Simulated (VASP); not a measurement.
# CaSe in VASP: further runs

The runs below take CaSe through single point, with PBE, r2SCAN.

Everything below comes from runs of VASP 6.6.1. Logs are shortened: lines on timing, memory, paths and dates and some standing lists are left out, and cuts for length are marked.

## (1) The cell of the first run

Symmetry: Fm-3m, No. 225, cubic system. Conventional cell: a = 5.935 Å, b = 5.935 Å, c = 5.935 Å, α = 90.00°, β = 90.00°, γ = 90.00°. Within 3.9 Å of Ca (site symmetry m-3m) lie 6 Se at 2.97 Å. Se (site symmetry m-3m) has 6 Ca at 2.97 Å within 3.9 Å.

## (2) Single point, PBE

File INCAR:

```
SYSTEM = CaSe
ALGO = Normal
EDIFF = 1E-6
ENCUT = 520
GGA = PE
ISIF = 2
ISMEAR = -1
LASPH = .True.
LCHARG = .False.
LREAL = .False.
LWAVE = .False.
NBANDS = 15
NELM = 60
PREC = Accurate
SIGMA = 0.02
```

File KPOINTS:

```
k-points
0
Gamma
  8 8 8
  0 0 0
```

File POSCAR:

```
CaSe
1.0
    0.0000000000      2.9675351088      2.9675351088
    2.9675351088      0.0000000000      2.9675351088
    2.9675351088      2.9675351088      0.0000000000
Ca Se
1 1
Direct
    0.0000000000      0.0000000000      0.0000000000
    0.5000000000      0.5000000000      0.5000000000
```

Potentials or basis: VASP PAW PBE potentials, release 64 (Ca_sv, Se).

Started as:

```sh
> cat potpaw_PBE.64/Ca_sv/POTCAR potpaw_PBE.64/Se/POTCAR > POTCAR
> mpirun -np 1 vasp_std > vasp.out
```

OUTCAR:

```text
SYSTEM = CaSe
   EDIFF = 1E-6
   ENCUT = 520
   GGA = PE
   ISIF = 2
   ISMEAR = -1
   LASPH = .True.
   LREAL = .False.
   NELM = 60
   PREC = Accurate

 ion  position               nearest neighbor table
   1  0.000  0.000  0.000-   2 2.97   2 2.97   2 2.97   2 2.97   2 2.97   2 2.97
   2  0.500  0.500  0.500-   1 2.97   1 2.97   1 2.97   1 2.97   1 2.97   1 2.97

  LATTYP: Found a face centered cubic cell.
 ALAT       =     5.9350702176

  Lattice vectors:

 A1 = (   0.0000000000,   2.9675351088,   2.9675351088)
 A2 = (   2.9675351088,   0.0000000000,   2.9675351088)
 A3 = (   2.9675351088,   2.9675351088,   0.0000000000)

Analysis of symmetry for initial positions (statically):
=====================================================================
 Subroutine PRICEL returns:
 Original cell was already a primitive cell.

 Routine SETGRP: Setting up the symmetry group for a
 face centered cubic supercell.

 Subroutine GETGRP returns: Found 48 space group operations
 (whereof 48 operations were pure point group operations)
 out of a pool of 48 trial point group operations.

The static configuration has the point symmetry O_h .

Analysis of symmetry for dynamics (positions and initial velocities):
=====================================================================
 Subroutine PRICEL returns:
 Original cell was already a primitive cell.

 Routine SETGRP: Setting up the symmetry group for a
 face centered cubic supercell.

 Subroutine GETGRP returns: Found 48 space group operations
 (whereof 48 operations were pure point group operations)
 out of a pool of 48 trial point group operations.

The dynamic configuration has the point symmetry O_h .

 Subroutine INISYM returns: Found 48 space group operations
 (whereof 48 operations are pure point group operations),
 and found     1 'primitive' translations

----------------------------------------------------------------------------------------

                                     Primitive cell

  volume of cell :      52.2658

  direct lattice vectors                    reciprocal lattice vectors
     0.000000000  2.967535109  2.967535109    -0.168490003  0.168490003  0.168490003
     2.967535109  0.000000000  2.967535109     0.168490003 -0.168490003  0.168490003
     2.967535109  2.967535109  0.000000000     0.168490003  0.168490003 -0.168490003

  length of vectors
     4.196728398  4.196728398  4.196728398     0.291833246  0.291833246  0.291833246

  position of ions in fractional coordinates (direct lattice)
     0.000000000  0.000000000  0.000000000
     0.500000000  0.500000000  0.500000000

  ion indices of the primitive-cell ions
   primitive index   ion index
                 1           1
                 2           2

----------------------------------------------------------------------------------------

 KPOINTS: k-points

Automatic generation of k-mesh.
 Grid dimensions read from file:
 generate k-points for:    8    8    8

 Generating k-lattice:

  Cartesian coordinates                     Fractional coordinates (reciprocal lattice)
    -0.021061250  0.021061250  0.021061250     0.125000000  0.000000000  0.000000000
     0.021061250 -0.021061250  0.021061250     0.000000000  0.125000000  0.000000000
     0.021061250  0.021061250 -0.021061250     0.000000000  0.000000000  0.125000000

  Length of vectors
     0.036479156  0.036479156  0.036479156

  Shift w.r.t. Gamma in fractional coordinates (k-lattice)
     0.000000000  0.000000000  0.000000000

 Subroutine IBZKPT returns following result:
 ===========================================

 Found     29 irreducible k-points:

 Following reciprocal coordinates:
            Coordinates               Weight
  0.000000  0.000000  0.000000      1.000000
  0.125000  0.000000  0.000000      8.000000
  0.250000  0.000000  0.000000      8.000000
  0.375000  0.000000  0.000000      8.000000
  0.500000  0.000000  0.000000      4.000000
  0.125000  0.125000  0.000000      6.000000
[... 16 lines left out ...]
  0.500000  0.250000  0.125000     48.000000
 -0.375000  0.250000  0.125000     24.000000
 [... further k-points ...]
   k-points           NKPTS =     29   k-points in BZ     NKDIM =     29   number of bands    NBANDS=     15
   number of dos      NEDOS =    301   number of ions     NIONS =      2
   total plane-waves  NPLWV =  32768
   dimension x,y,z NGX =    32 NGY =   32 NGZ =   32
   dimension x,y,z NGXF=    64 NGYF=   64 NGZF=   64
   ions per type =               1   1
   NGX,Y,Z   is equivalent  to a cutoff of  12.68, 12.68, 12.68 a.u.
   NGXF,Y,Z  is equivalent  to a cutoff of  25.35, 25.35, 25.35 a.u.
 SYSTEM =  CaSe
   PREC   = accura    normal or accurate (medium, high low for compatibility)
   ISTART =      0    job   : 0-new  1-cont  2-samecut
   ICHARG =      2    charge: 1-file 2-atom 10-const
   ISPIN  =      1    spin polarized calculation?
   LNONCOLLINEAR =      F non collinear calculations
   LSORBIT =      F    spin-orbit coupling
   LASPH  =      T    aspherical Exc in radial PAW
   ENCUT  =  520.0 eV  38.22 Ry    6.18 a.u.   7.80  7.80  7.80*2*pi/ulx,y,z
   NELM   =     60;   NELMIN=  2; NELMDL= -5     # of ELM steps
   EDIFF  = 0.1E-05   stopping-criterion for ELM
   LREAL  =      F    real-space projection
   EDIFFG = 0.1E-04   stopping-criterion for IOM
   NSW    =      0    number of steps for IOM
   IBRION =     -1    ionic relax: 0-MD 1-quasi-New 2-CG
   NFREE  =      0    steps in history (QN), initial steepest desc. (CG)
   ISIF   =      2    stress and relaxation
   ISYM   =      2    0-nonsym 1-usesym 2-fastsym
   POTIM  = 0.5000    time-step for ionic-motion
   TEBEG  =    0.0;   TEEND  =   0.0 temperature during run
   PSTRESS=    0.0 pullay stress
   NELECT =      16.0000    total number of electrons
   NUPDOWN=      -1.0000    fix difference up-down
   EMIN   =  10.00;   EMAX   =-10.00  energy-range for DOS
   EFERMI =   0.00;   METHOD = LEGACY
   ISMEAR =    -1;   SIGMA  =   0.02  broadening in eV -4-tet -1-fermi 0-gaus
   EFERMI_NEDOS =   21; number of points for ismear=-14 and -15
   IALGO  =     38    algorithm
   IMIX   =      4    mixing-type and parameters
     AMIX     =   0.40;   BMIX     =  1.00
     AMIX_MAG =   1.60;   BMIX_MAG =  1.00
  volume/ion in A,a.u.               =      26.13       176.35
  Fermi-wavevector in a.u.,A,eV,Ry     =   1.103339  2.085008 16.563146  1.217357
  Thomas-Fermi vector in A             =   2.239796
   LORBIT       =      0    0 simple, 1 ext, 2 COOP (PROOUT), +10 PAW based schemes
   GGA     = PE    functional components
   LHFCALC =     F    Hartree Fock is set to
   AEXX    =    0.0000 exact exchange contribution
   IVDW    =     0    specifies the selected vdW correction
   LEPSILON=     F    determine dielectric tensor
   LRPA    =     F    only Hartree local field effects (RPA)
 non-spin polarized calculation
  energy-cutoff  :      520.00
  volume of cell :       52.27
 maximum number of plane-waves:      1424
   NGX = 15   NGY = 15   NGZ = 15

 number of electron      15.9999997 magnetization

 Free energy of the ion-electron system (eV)
  ---------------------------------------------------
  ext. energy  EPLUGINS =         0.00000000
  ---------------------------------------------------
  free energy    TOTEN  =        -9.48402633 eV

  energy without entropy =       -9.48402633  energy(sigma->0) =       -9.48402633

 E-fermi :   2.8816     XC(G=0):  -9.1130

 val. band max:        2.3775994512   @ k =   0.0000   0.0000   0.0000
 cond. band min:       4.4249935693   @ k =   0.5000   0.5000   0.0000
 fundamental gap:      2.0473941181
 Fermi energy:         2.8815677653

 k-point     1 :       0.0000    0.0000    0.0000
  band No.  band energies     occupation
      1     -37.4022      2.00000
      2     -18.3944      2.00000
      3     -18.3944      2.00000
      4     -18.3944      2.00000
      5      -9.3866      2.00000
      6       2.3776      2.00000
      7       2.3776      2.00000
      8       2.3776      2.00000
      9       5.6655      0.00000
     10       6.0870      0.00000
     11       6.0870      0.00000
     12       6.0870      0.00000
     13       6.6460      0.00000
     14       6.6460      0.00000
     15      12.0777      0.00000

 k-point     2 :       0.1250    0.0000    0.0000
  band No.  band energies     occupation
      1     -37.4013      2.00000
      2     -18.4107      2.00000
      3     -18.3955      2.00000
      4     -18.3955      2.00000
      5      -9.2961      2.00000
      6       1.6180      2.00000
      7       2.1426      2.00000
      8       2.1426      2.00000
      9       5.9732      0.00000
     10       6.2959      0.00000
     11       6.2959      0.00000
     12       6.6556      0.00000
     13       7.0449      0.00000
     14       7.0449      0.00000
     15      12.2290      0.00000

 k-point     3 :       0.2500    0.0000    0.0000
  band No.  band energies     occupation
      1     -37.3990      2.00000
      2     -18.4496      2.00000
      3     -18.3981      2.00000
      4     -18.3981      2.00000
      5      -9.0666      2.00000
      6       0.3955      2.00000
      7       1.6899      2.00000
      8       1.6899      2.00000
      9       6.0947      0.00000
     10       6.8061      0.00000
     11       6.8061      0.00000
     12       8.0224      0.00000
     13       8.0224      0.00000
     14       8.0571      0.00000
     15      11.7318      0.00000
[... 343 lines left out ...]
 k-point    23 :       0.5000    0.2500    0.1250
  band No.  band energies     occupation
      1     -37.3956      2.00000
      2     -18.4746      2.00000
      3     -18.4241      2.00000
      4     -18.4075      2.00000
      5      -8.7890      2.00000
      6      -0.2807      2.00000
      7       0.9630      2.00000
      8       1.2483      2.00000
      9       6.2613      0.00000
     10       7.5580      0.00000
     11       7.8602      0.00000
     12       8.0137      0.00000
     13       8.4824      0.00000
     14      10.0665      0.00000
     15      10.3808      0.00000

 k-point    24 :      -0.3750    0.2500    0.1250
  band No.  band energies     occupation
      1     -37.3948      2.00000
      2     -18.4830      2.00000
      3     -18.4258      2.00000
      4     -18.4106      2.00000
      5      -8.7202      2.00000
      6      -0.4197      2.00000
      7       0.7715      2.00000
      8       1.1593      2.00000
      9       6.8417      0.00000
     10       7.1238      0.00000
     11       8.0731      0.00000
     12       8.3437      0.00000
     13       8.6848      0.00000
     14       9.5699      0.00000
     15      10.9207      0.00000

 [... further k-points ...]

------------------------ aborting loop because EDIFF is reached ----------------------------------------

  FORCE on cell =-STRESS in cart. coord.  units (eV):
  Direction    XX          YY          ZZ          XY          YZ          ZX
  --------------------------------------------------------------------------------------
  -------------------------------------------------------------------------------------
  Total        0.2411578      0.2411578      0.2411578      0.0000000      0.0000000      0.0000000
  in kB        7.3925510      7.3925510      7.3925510      0.0000000      0.0000000      0.0000000
  external PRESSURE =       7.3925510 kB  Pullay stress =       0.0000000 kB

 VOLUME and BASIS-vectors are now :
 -----------------------------------------------------------------------------
  energy-cutoff  :      520.00
  volume of cell :       52.27
      direct lattice vectors                 reciprocal lattice vectors
     0.000000000  2.967535109  2.967535109    -0.168490003  0.168490003  0.168490003
     2.967535109  0.000000000  2.967535109     0.168490003 -0.168490003  0.168490003
     2.967535109  2.967535109  0.000000000     0.168490003  0.168490003 -0.168490003

 POSITION                                       TOTAL-FORCE (eV/Angst)
 -----------------------------------------------------------------------------------
      0.00000      0.00000      0.00000         0.000000      0.000000      0.000000
      2.96754      2.96754      2.96754         0.000000     -0.000000     -0.000000
 -----------------------------------------------------------------------------------
    total drift:                                0.000000     -0.000000     -0.000000

  FREE ENERGIE OF THE ION-ELECTRON SYSTEM (eV)
  ---------------------------------------------------
  free  energy   TOTEN  =        -9.4840263278 eV

  energy  without entropy=       -9.4840263278  energy(sigma->0) =       -9.48402633
```

Run time: 27 s. Hardware: 1 thread of Intel Xeon 8259CL, shared host; peak memory 0.18 GiB.

What came out:

* Free energy: -9.4840 eV
* Pressure: 0.7 GPa
* Band gap on the k mesh: 2.05 eV (least direct gap 2.97 eV)

A k mesh can miss the band edges.

[end of part 1 of 2]
